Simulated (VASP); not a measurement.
A run of VASP 6.6.1 is set up as follows.

File INCAR:

```
  PREC = Accurate
  ENCUT = 520
  EDIFF = 1E-6
  ISMEAR = -1
  SIGMA = 0.05
  LREAL = False
  LASPH = True
  NELM = 80
  ALGO = Normal
  ISIF = 2
  LWAVE = False
  LCHARG = False
  GGA = PS
  NBANDS = 16
```

Contents of KPOINTS:

```
Automatic mesh
0
Gamma
  14 14 11
```

The input POSCAR:

```
TiB2
1.0
    3.0362503519      0.0000000000      0.0000000000
   -1.5181251759      2.6294699370      0.0000000000
    0.0000000000      0.0000000000      3.2134243380
Ti B
1 2
Direct
    0.0000000000      0.0000000000      0.0000000000
    0.3333333333      0.6666666667      0.5000000000
    0.6666666667      0.3333333333      0.5000000000
```

Potentials or basis: VASP PAW PBE potentials, release 64 (Ti_sv, B).

The run is started by

```sh
$ cat potpaw_PBE.64/Ti_sv/POTCAR potpaw_PBE.64/B/POTCAR > POTCAR
$ mpirun -np 1 vasp_std > vasp.out
```

Question: Estimate the band gap on the k mesh.

Answer: Zero (bands 9 and 10 overlap by 0.65 eV).

Question: Predict the pressure.

Answer: -5.0 GPa.

Stress tensor (GPa, compression positive):
```
-4.97  0.00  0.00
 0.00 -4.97  0.00
 0.00  0.00 -5.09
```

Caveat: the cell stands under tension; the PAW data sets were made with another functional, which shifts forces and pressure a little.
